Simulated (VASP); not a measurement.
A run of VASP 6.6.1 is set up as follows.

Contents of INCAR:

```
  PREC = Accurate
  ENCUT = 520
  EDIFF = 1E-7
  ISMEAR = 0
  SIGMA = 0.1
  LREAL = False
  LASPH = True
  NELM = 60
  ALGO = Normal
  ISIF = 2
  LWAVE = False
  LCHARG = False
  GGA = PE
  NBANDS = 14
```

Contents of KPOINTS:

```
regular mesh
0
Gamma
  4 4 4
```

POSCAR

```
NaCl
1.0
    3.5021900000      0.0000000000      0.0000000000
    0.0000000000      3.5021900000      0.0000000000
    0.0000000000      0.0000000000      3.5021900000
Na Cl
1 1
Direct
    0.0000000000      0.0000000000      0.0000000000
    0.5000000000      0.5000000000      0.5000000000
```

Potentials or basis: VASP PAW PBE potentials, release 64 (Na_pv, Cl).

Command:

```bash
$ cat potpaw_PBE.64/Na_pv/POTCAR potpaw_PBE.64/Cl/POTCAR > POTCAR
$ mpirun -np 1 vasp_std > vasp.out
```

(1) What does it give for the band gap on the k mesh?

(2) Estimate the pressure.

Answers

(1) 3.97 eV, indirect (least direct gap 4.46 eV).

(2) 0.2 GPa.

Caveat: the k points lie up to 0.45 Å⁻¹ apart.
